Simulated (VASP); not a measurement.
Here is a VASP 6.6.1 calculation.

File INCAR:

```
PREC = Accurate
ENCUT = 600
EDIFF = 1E-6
ISMEAR = 1
SIGMA = 0.05
LREAL = False
LASPH = True
NELM = 60
ALGO = Normal
ISIF = 3
LWAVE = False
LCHARG = False
IBRION = 2
NSW = 80
EDIFFG = -0.03
```

The input KPOINTS:

```
regular mesh
0
Gamma
  13 13 13
```

Contents of POSCAR:

```
MgW
1.0
    3.3800000000      0.0000000000      0.0000000000
    0.0000000000      3.3800000000      0.0000000000
    0.0000000000      0.0000000000      3.3800000000
Mg W
1 1
Direct
    0.0000000000      0.0000000000      0.0000000000
    0.5000000000      0.5000000000      0.5000000000
```

Potentials or basis: VASP PAW LDA potentials, release 64 (Mg, W_sv).

Launch:

```sh
$ cat potpaw_LDA.64/Mg/POTCAR potpaw_LDA.64/W_sv/POTCAR > POTCAR
$ mpirun -np 1 vasp_std > vasp.out
```

Q: Estimate the space group after relaxing (to 0.05 Å).

A: Pm-3m (No. 221).

Q: Predict the relaxed volume.

A: 16.02 Å³/atom.

Q: Predict the relaxed cell.

A: a = 3.176 Å, b = 3.176 Å, c = 3.176 Å, α = 90.00°, β = 90.00°, γ = 90.00°.

The path:
| step | energy change (eV) | largest force (eV/Å) | pressure (GPa) | volume (Å³) |
| --- | --- | --- | --- | --- |
| 1 | 0.0000 | 0.0000 | -18.65 | 38.61 |
| 2 | -0.0492 | 0.0000 | 31.63 | 27.37 |
| 3 | -0.4524 | 0.0000 | -0.64 | 32.17 |
| 4 | -0.4527 | 0.0000 | -0.07 | 32.04 |

Caveat: the volume moved by over 15 % at a fixed basis, so the end points are rough.
